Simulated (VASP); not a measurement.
## TiAl: single point with r2SCAN

Crystal: TiAl.

```
Ti Al
1.0
     2.86726    0.00000    0.00000
    -1.43363    2.48312    0.00000
     0.00000    0.00000    4.67808
Ti Al
1 1
Direct
  0.00000 0.00000 0.00000
  0.33333 0.66667 0.50000
```

```yaml
Program: VASP 6.6.1
Task: single point
Functional: r2SCAN
Potentials_or_basis: VASP PAW PBE potentials, release 64 (Ti_sv, Al)
Cutoff: 520 eV
k_mesh: 24 × 24 × 12
Occupations: gaussian, width 0.15 eV
Spin: no spin polarisation
Dipole_correction: no
Further_INCAR_settings: ALGO = Normal; EDIFF = 1e-06; NBANDS = 14
```

The pressure is -1.0 GPa.

Stress tensor (GPa, compression positive):
```
-0.36  0.00  0.00
 0.00 -0.36  0.00
 0.00  0.00 -2.22
```

Levels at points of the mesh, in eV from the Fermi level:
```csv
k point,band 5,band 6,band 7,band 8,band 9,band 10,band 11,band 12
"(0.00, 0.00, 0.00)",-9.45,-2.43,-2.09,1.43,1.43,3.07,3.07,4.21
"(0.50, 0.00, 0.00)",-3.92,-2.99,-1.54,-1.01,2.37,4.20,4.27,4.28
"(0.00, 0.00, 0.50)",-8.52,-5.63,-0.43,1.45,1.45,2.99,2.99,7.10
"(0.50, 0.00, 0.50)",-3.81,-2.57,-1.91,0.41,1.06,2.16,3.25,4.20
```

Run time: 7.3 min on 1 thread of Intel Xeon 6975P-C (shared host), peak memory 0.33 GiB.

Caveat: the PAW data sets were made with another functional, which shifts forces and pressure a little.
